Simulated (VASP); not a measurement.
Co:

```
Co
1.0
    -1.40414    1.40414    1.40414
     1.40414   -1.40414    1.40414
     1.40414    1.40414   -1.40414
Co
1
Direct
  0.00000 0.00000 0.00000
```

This isn't the form of Co at room conditions, which is hcp.

* Program: VASP 6.6.1
* Task: relaxation of cell and atoms
* Functional: LDA
* Potentials or basis: VASP PAW LDA potentials, release 64 (Co_sv)
* Cutoff: 690 eV
* k mesh: 16 × 16 × 16
* Occupations: fermi-dirac, width 0.05 eV
* Spin: collinear spin, ferromagnetic start
* Starting moments: [1.7] μB

At the start: pressure -18.8 GPa; volume 11.07 Å³/atom.

Question: Where does the relaxation end?

Answer: Over 4 steps the energy falls by 56.5 meV/atom and the volume is 10.18 Å³/atom (-8.1 %); space group Im-3m (No. 229, to 0.1 Å) before and after; moment 1.62 μB per cell.

The path:
```tsv
step	energy change (eV)	largest force (eV/Å)	pressure (GPa)	volume (Å³)
1	0.0000	0.0000	-18.82	11.07
2	0.0571	0.0000	37.89	9.12
3	-0.0565	0.0000	-0.67	10.20
4	-0.0565	0.0000	-0.14	10.18
```

Final structure:
```cif
data_structure
_symmetry_space_group_name_H-M 'P 1'
_symmetry_Int_Tables_number 1
_cell_length_a 2.3648
_cell_length_b 2.3648
_cell_length_c 2.3648
_cell_angle_alpha 109.471
_cell_angle_beta 109.471
_cell_angle_gamma 109.471
_cell_volume 10.18
loop_
_atom_site_label
_atom_site_type_symbol
_atom_site_fract_x
_atom_site_fract_y
_atom_site_fract_z
_atom_site_occupancy
Co1 Co 0.00000 0.00000 0.00000 1
```
